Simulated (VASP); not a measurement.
Crystal: BaTiO3.

```
Ba Ti O
1.0
     3.91815    0.00000    0.00000
     0.00000    3.91815    0.00000
     0.00000    0.00000    3.93598
Ba Ti O
1 1 3
Direct
  0.00000 0.00000 0.00000
  0.50000 0.50000 0.49000
  0.00000 0.50000 0.51700
  0.50000 0.00000 0.51700
  0.50000 0.50000 0.01900
```

Base run:

| Item | Value |
| --- | --- |
| Program | VASP 6.6.1 |
| Functional | revPBE |
| Dispersion | D4 |
| Potentials or basis | VASP PAW PBE potentials, release 64 (Ba_sv, Ti_sv, O) |
| Cutoff | 520 eV |
| k mesh | 7 × 7 × 7 |
| Occupations | fermi-dirac, width 0.05 eV |
| Spin | no spin polarisation |

Its results: band gap on the k mesh 2.03 eV, indirect (least direct gap 2.16 eV); pressure 13.8 GPa; largest force 0.164 eV/Å.

The run is repeated on the same cell with these changes: dispersion from D4 to D3(BJ). What comes out?

Band gap on the k mesh 2.03 eV, indirect (least direct gap 2.16 eV); pressure 13.0 GPa; largest force 0.178 eV/Å.

Caveats: the PAW data sets were made with another functional, which shifts forces and pressure a little; spin-orbit coupling is left out, which moves the levels of the heavy elements.

A k mesh can miss the band edges.
